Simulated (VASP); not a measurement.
# MgS (P6_3mc) in VASP: single point with PBE

Aim: the single point of MgS with PBE.

Everything below comes from runs of VASP 6.6.1. Logs are shortened: lines on timing, memory, paths and dates and some standing lists are left out, and cuts for length are marked.

### 1 The cell of the first run

It takes space group P6_3mc (No. 186, hexagonal). Conventional cell: a = 4.013 Å, b = 4.013 Å, c = 6.454 Å, α = 90.00°, β = 90.00°, γ = 120.00°. Mg (site symmetry 3m) has 4 S at 2.44 to 2.45 Å within 3.2 Å. S (site symmetry 3m) has 4 Mg at 2.44 to 2.45 Å within 3.2 Å.

### 2 Single point, PBE (biaxial xy strain -0.4%)

The input, INCAR:

```
SYSTEM = MgS
PREC = Accurate ; ENCUT = 520
EDIFF = 1E-6 ; ISMEAR = -1
SIGMA = 0.02 ; LREAL = .False.
LASPH = .True. ; NELM = 80
ALGO = Normal ; ISIF = 2
LWAVE = .False. ; LCHARG = .False.
GGA = PE ; NBANDS = 16
```

The input, KPOINTS:

```
regular mesh
0
Gamma
  12 12 4
  0 0 0
```

The input, POSCAR:

```
MgS
1.0
    4.0125111295      0.0000000000      0.0000000000
   -2.0062555648      3.4749365711      0.0000000000
    0.0000000000      0.0000000000      6.4543927776
Mg S
2 2
Direct
    0.3333333333      0.6666666667     -0.0024484191
    0.6666666667      0.3333333333      0.4975515809
    0.3333333333      0.6666666667      0.3774484191
    0.6666666667      0.3333333333      0.8774484191
```

Potentials or basis: VASP PAW PBE potentials, release 64 (Mg, S).

Command:

```console
$ cat potpaw_PBE.64/Mg/POTCAR potpaw_PBE.64/S/POTCAR > POTCAR
$ mpirun -np 1 vasp_std > vasp.out
```

OUTCAR:

```text
SYSTEM = MgS
   PREC = Accurate
   ENCUT = 520
   EDIFF = 1E-6
   ISMEAR = -1
   LREAL = .False.
   LASPH = .True.
   NELM = 80
   ISIF = 2
   GGA = PE

 ion  position               nearest neighbor table
   1  0.333  0.667  0.998-   4 2.44   4 2.44   4 2.44   3 2.45
   2  0.667  0.333  0.498-   3 2.44   3 2.44   3 2.44   4 2.45
   3  0.333  0.667  0.377-   2 2.44   2 2.44   2 2.44   1 2.45
   4  0.667  0.333  0.877-   1 2.44   1 2.44   1 2.44   2 2.45

  LATTYP: Found a hexagonal cell.
 ALAT       =     4.0125111295
 C/A-ratio  =     1.6085669471

  Lattice vectors:

 A1 = (   4.0125111295,   0.0000000000,   0.0000000000)
 A2 = (  -2.0062555648,   3.4749365711,   0.0000000000)
 A3 = (   0.0000000000,   0.0000000000,   6.4543927776)

Analysis of symmetry for initial positions (statically):
=====================================================================
 Subroutine PRICEL returns:
 Original cell was already a primitive cell.

 Routine SETGRP: Setting up the symmetry group for a
 hexagonal supercell.

 Subroutine GETGRP returns: Found 12 space group operations
 (whereof  6 operations were pure point group operations)
 out of a pool of 24 trial point group operations.

The static configuration has the point symmetry C_3v.
 The point group associated with its full space group is C_6v.

Analysis of symmetry for dynamics (positions and initial velocities):
=====================================================================
 Subroutine PRICEL returns:
 Original cell was already a primitive cell.

 Routine SETGRP: Setting up the symmetry group for a
 hexagonal supercell.

 Subroutine GETGRP returns: Found 12 space group operations
 (whereof  6 operations were pure point group operations)
 out of a pool of 24 trial point group operations.

The dynamic configuration has the point symmetry C_3v.
 The point group associated with its full space group is C_6v.

 Subroutine INISYM returns: Found 12 space group operations
 (whereof  6 operations are pure point group operations),
 and found     1 'primitive' translations

----------------------------------------------------------------------------------------

                                     Primitive cell

  volume of cell :      89.9950

  direct lattice vectors                    reciprocal lattice vectors
     4.012511129  0.000000000  0.000000000     0.249220493  0.143887518  0.000000000
    -2.006255565  3.474936571  0.000000000     0.000000000  0.287775037  0.000000000
     0.000000000  0.000000000  6.454392778     0.000000000  0.000000000  0.154933242

  length of vectors
     4.012511129  4.012511130  6.454392778     0.287775037  0.287775037  0.154933242

  position of ions in fractional coordinates (direct lattice)
     0.333333333  0.666666667  0.997551581
     0.666666667  0.333333333  0.497551581
     0.333333333  0.666666667  0.377448419
     0.666666667  0.333333333  0.877448419

  ion indices of the primitive-cell ions
   primitive index   ion index
                 1           1
                 2           2
                 3           3
                 4           4

----------------------------------------------------------------------------------------

 KPOINTS: regular mesh

Automatic generation of k-mesh.
 Grid dimensions read from file:
 generate k-points for:   12   12    4

 Generating k-lattice:

  Cartesian coordinates                     Fractional coordinates (reciprocal lattice)
     0.020768374  0.011990627  0.000000000     0.083333333 -0.000000000  0.000000000
     0.000000000  0.023981253  0.000000000     0.000000000  0.083333333  0.000000000
     0.000000000  0.000000000  0.038733311     0.000000000  0.000000000  0.250000000

  Length of vectors
     0.023981253  0.023981253  0.038733311

  Shift w.r.t. Gamma in fractional coordinates (k-lattice)
     0.000000000  0.000000000  0.000000000

 Subroutine IBZKPT returns following result:
 ===========================================

 Found     57 irreducible k-points:

 Following reciprocal coordinates:
            Coordinates               Weight
  0.000000  0.000000  0.000000      1.000000
  0.083333  0.000000  0.000000      6.000000
  0.166667  0.000000  0.000000      6.000000
  0.250000  0.000000  0.000000      6.000000
  0.333333  0.000000  0.000000      6.000000
  0.416667  0.000000  0.000000      6.000000
[... 16 lines left out ...]
  0.250000  0.000000  0.250000     12.000000
  0.333333  0.000000  0.250000     12.000000
 [... further k-points ...]
   k-points           NKPTS =     57   k-points in BZ     NKDIM =     57   number of bands    NBANDS=     16
   number of dos      NEDOS =    301   number of ions     NIONS =      4
   total plane-waves  NPLWV =  43200
   dimension x,y,z NGX =    30 NGY =   30 NGZ =   48
   dimension x,y,z NGXF=    60 NGYF=   60 NGZF=   96
   ions per type =               2   2
   NGX,Y,Z   is equivalent  to a cutoff of  12.43, 12.43, 12.36 a.u.
   NGXF,Y,Z  is equivalent  to a cutoff of  24.86, 24.86, 24.73 a.u.
 SYSTEM =  MgS
   PREC   = accura    normal or accurate (medium, high low for compatibility)
   ISTART =      0    job   : 0-new  1-cont  2-samecut
   ICHARG =      2    charge: 1-file 2-atom 10-const
   ISPIN  =      1    spin polarized calculation?
   LNONCOLLINEAR =      F non collinear calculations
   LSORBIT =      F    spin-orbit coupling
   LASPH  =      T    aspherical Exc in radial PAW
   ENCUT  =  520.0 eV  38.22 Ry    6.18 a.u.   7.46  7.46 12.00*2*pi/ulx,y,z
   NELM   =     80;   NELMIN=  2; NELMDL= -5     # of ELM steps
   EDIFF  = 0.1E-05   stopping-criterion for ELM
   LREAL  =      F    real-space projection
   EDIFFG = 0.1E-04   stopping-criterion for IOM
   NSW    =      0    number of steps for IOM
   IBRION =     -1    ionic relax: 0-MD 1-quasi-New 2-CG
   NFREE  =      0    steps in history (QN), initial steepest desc. (CG)
   ISIF   =      2    stress and relaxation
   ISYM   =      2    0-nonsym 1-usesym 2-fastsym
   POTIM  = 0.5000    time-step for ionic-motion
   TEBEG  =    0.0;   TEEND  =   0.0 temperature during run
   PSTRESS=    0.0 pullay stress
   NELECT =      16.0000    total number of electrons
   NUPDOWN=      -1.0000    fix difference up-down
   EMIN   =  10.00;   EMAX   =-10.00  energy-range for DOS
   EFERMI =   0.00;   METHOD = LEGACY
   ISMEAR =    -1;   SIGMA  =   0.02  broadening in eV -4-tet -1-fermi 0-gaus
   EFERMI_NEDOS =   21; number of points for ismear=-14 and -15
   IALGO  =     38    algorithm
   IMIX   =      4    mixing-type and parameters
     AMIX     =   0.40;   BMIX     =  1.00
     AMIX_MAG =   1.60;   BMIX_MAG =  1.00
  volume/ion in A,a.u.               =      22.50       151.83
  Fermi-wavevector in a.u.,A,eV,Ry     =   0.920539  1.739566 11.529458  0.847391
  Thomas-Fermi vector in A             =   2.045855
   LORBIT       =      0    0 simple, 1 ext, 2 COOP (PROOUT), +10 PAW based schemes
   GGA     = PE    functional components
   LHFCALC =     F    Hartree Fock is set to
   AEXX    =    0.0000 exact exchange contribution
   IVDW    =     0    specifies the selected vdW correction
   LEPSILON=     F    determine dielectric tensor
   LRPA    =     F    only Hartree local field effects (RPA)
 non-spin polarized calculation
  energy-cutoff  :      520.00
  volume of cell :       90.00
 maximum number of plane-waves:      2446
 NGX is ok and might be reduce to    30
   NGX = 15   NGY = 15   NGZ = 25

 number of electron      16.0000003 magnetization

 Free energy of the ion-electron system (eV)
  ---------------------------------------------------
  ext. energy  EPLUGINS =         0.00000000
  ---------------------------------------------------
  free energy    TOTEN  =       -16.97083873 eV

  energy without entropy =      -16.97083873  energy(sigma->0) =      -16.97083873

 E-fermi :   1.6025     XC(G=0):  -8.4124

 val. band max:        1.1949539564   @ k =   0.0000   0.0000   0.0000
 cond. band min:       4.7142603138   @ k =   0.0000   0.0000   0.0000
 fundamental gap:      3.5193063573
 Fermi energy:         1.6025180978

 k-point     1 :       0.0000    0.0000    0.0000
  band No.  band energies     occupation
      1     -10.1907      2.00000
      2      -9.4638      2.00000
      3      -2.0244      2.00000
      4       0.6970      2.00000
      5       0.6970      2.00000
      6       1.1041      2.00000
[... 8 lines left out ...]
     15       9.7885      0.00000
     16      10.3680      0.00000

 k-point     2 :       0.0833    0.0000    0.0000
  band No.  band energies     occupation
      1     -10.1555      2.00000
      2      -9.4456      2.00000
      3      -1.9694      2.00000
      4       0.4710      2.00000
      5       0.6366      2.00000
      6       0.8531      2.00000
[... 8 lines left out ...]
     15       9.9431      0.00000
     16      10.0083      0.00000

 k-point     3 :       0.1667    0.0000    0.0000
  band No.  band energies     occupation
      1     -10.0551      2.00000
      2      -9.3969      2.00000
      3      -1.8091      2.00000
      4      -0.0767      2.00000
      5       0.3101      2.00000
      6       0.4890      2.00000
[... 8 lines left out ...]
     15       9.8735      0.00000
     16      10.0017      0.00000

 k-point     4 :       0.2500    0.0000    0.0000
  band No.  band energies     occupation
      1      -9.9050      2.00000
      2      -9.3346      2.00000
      3      -1.5618      2.00000
      4      -0.7044      2.00000
      5      -0.2697      2.00000
      6       0.3141      2.00000
[... 8 lines left out ...]
     15       9.9192      0.00000
     16      10.4501      0.00000
[... 324 lines left out ...]
 k-point    22 :       0.1667    0.0000    0.2500
  band No.  band energies     occupation
      1      -9.9695      2.00000
      2      -9.5060      2.00000
      3      -1.5328      2.00000
      4      -0.1133      2.00000
      5       0.1278      2.00000
      6       0.5614      2.00000
[... 8 lines left out ...]
     15       9.9828      0.00000
     16      10.0208      0.00000

 k-point    23 :       0.2500    0.0000    0.2500
  band No.  band energies     occupation
      1      -9.8290      2.00000
      2      -9.4267      2.00000
      3      -1.4607      2.00000
      4      -0.6718      2.00000
      5      -0.2973      2.00000
      6       0.3966      2.00000
[... 8 lines left out ...]
     15      10.0627      0.00000
     16      10.5446      0.00000

 k-point    24 :       0.3333    0.0000    0.2500
  band No.  band energies     occupation
      1      -9.6704      2.00000
      2      -9.3530      2.00000
      3      -1.5822      2.00000
      4      -1.1291      2.00000
      5      -0.4522      2.00000
      6       0.2488      2.00000
[... 8 lines left out ...]
     15      10.2573      0.00000
     16      11.3353      0.00000

 [... further k-points ...]

------------------------ aborting loop because EDIFF is reached ----------------------------------------

  FORCE on cell =-STRESS in cart. coord.  units (eV):
  Direction    XX          YY          ZZ          XY          YZ          ZX
  --------------------------------------------------------------------------------------
  -------------------------------------------------------------------------------------
  Total        0.8374251      0.8374251      0.6935772     -0.0000000     -0.0000000      0.0000000
  in kB       14.9086402     14.9086402     12.3477231     -0.0000000     -0.0000000      0.0000000
  external PRESSURE =      14.0550012 kB  Pullay stress =       0.0000000 kB

 VOLUME and BASIS-vectors are now :
 -----------------------------------------------------------------------------
  energy-cutoff  :      520.00
  volume of cell :       90.00
      direct lattice vectors                 reciprocal lattice vectors
     4.012511129  0.000000000  0.000000000     0.249220493  0.143887518  0.000000000
    -2.006255565  3.474936571  0.000000000     0.000000000  0.287775037  0.000000000
     0.000000000  0.000000000  6.454392778     0.000000000  0.000000000  0.154933242

 POSITION                                       TOTAL-FORCE (eV/Angst)
 -----------------------------------------------------------------------------------
     -0.00000      2.31662      6.43859        -0.000000      0.000000     -0.003078
      2.00626      1.15831      3.21139         0.000000      0.000000     -0.003078
     -0.00000      2.31662      2.43620        -0.000000     -0.000000      0.003078
      2.00626      1.15831      5.66340         0.000000     -0.000000      0.003078
 -----------------------------------------------------------------------------------
    total drift:                               -0.000000      0.000000      0.000581

  FREE ENERGIE OF THE ION-ELECTRON SYSTEM (eV)
  ---------------------------------------------------
  free  energy   TOTEN  =       -16.9708387340 eV

  energy  without entropy=      -16.9708387339  energy(sigma->0) =      -16.97083873
```

Run time: 90 s. Hardware: 1 thread of Intel Xeon Platinum 8259CL at 2.50GHz (Skylake/Cascade Lake), shared host; peak memory 0.24 GiB.

Results:

```yaml
Free_energy: -16.9708 eV
Pressure: 1.4 GPa
Largest_force: 0.003 eV/Å
Band_gap_on_the_k_mesh: 3.52 eV
```

Forces in eV/Å, atoms in the order of the input:
```
Mg   0.000  0.000 -0.003
Mg   0.000  0.000 -0.003
S    0.000  0.000  0.003
S    0.000  0.000  0.003
```

Stress tensor (GPa, compression positive):
```
1.49 0.00 0.00
0.00 1.49 0.00
0.00 0.00 1.23
```

Caveat: the cell differs from its parent crystal (biaxial xy strain -0.4%); the structure was generated, so it needn't be the stable form of MgS. A k mesh can miss the band edges.
